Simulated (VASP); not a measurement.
Here is a VASP 6.6.1 calculation.

Contents of POSCAR:

```
Sr
1.0
   -2.4350000000      2.4350000000      2.4350000000
    2.4350000000     -2.4350000000      2.4350000000
    2.4350000000      2.4350000000     -2.4350000000
Sr
1
Direct
    0.0000000000      0.0000000000      0.0000000000
```

INCAR.step1

```
SYSTEM = Sr
PREC = Accurate ; ENCUT = 520
EDIFF = 1E-5 ; ISMEAR = -1
SIGMA = 0.1 ; LREAL = .False.
LASPH = .True. ; NELM = 100
ALGO = Normal ; ISIF = 2
LWAVE = .True. ; GGA = PE
NBANDS = 11
```

File INCAR.step2:

```
SYSTEM = Sr
PREC = Accurate ; ENCUT = 520
EDIFF = 1E-7 ; ISMEAR = -1
SIGMA = 0.1 ; LREAL = .False.
LASPH = .True. ; NELM = 100
ALGO = Normal ; ISIF = 2
LWAVE = .False. ; LCHARG = .True.
GGA = PE ; LHFCALC = .True.
AEXX = 0.25 ; PRECFOCK = Normal
LELF = .True. ; LVHAR = .True.
ISTART = 1 ; NBANDS = 11
```

File KPOINTS:

```
Automatic mesh
0
Gamma
  4 4 4
  0 0 0
```

Potentials or basis: VASP PAW PBE potentials, release 64 (Sr_sv).

Launch:

```sh
$ cat potpaw_PBE.64/Sr_sv/POTCAR > POTCAR
$ cp INCAR.step1 INCAR
$ mpirun -np 1 vasp_std > vasp.out
$ cp INCAR.step2 INCAR
$ mpirun -np 1 vasp_std > vasp.out
```

Problem. What does it give for the pressure?

Solution. -0.4 GPa.

Problem. Predict the band gap on the k mesh.

Solution. Zero (band 5 reaches 2.27 eV, above the bottom of band 6 at 1.67 eV).

Caveat: the k points lie up to 0.46 Å⁻¹ apart; the PAW data sets were made with another functional, which shifts forces and pressure a little.
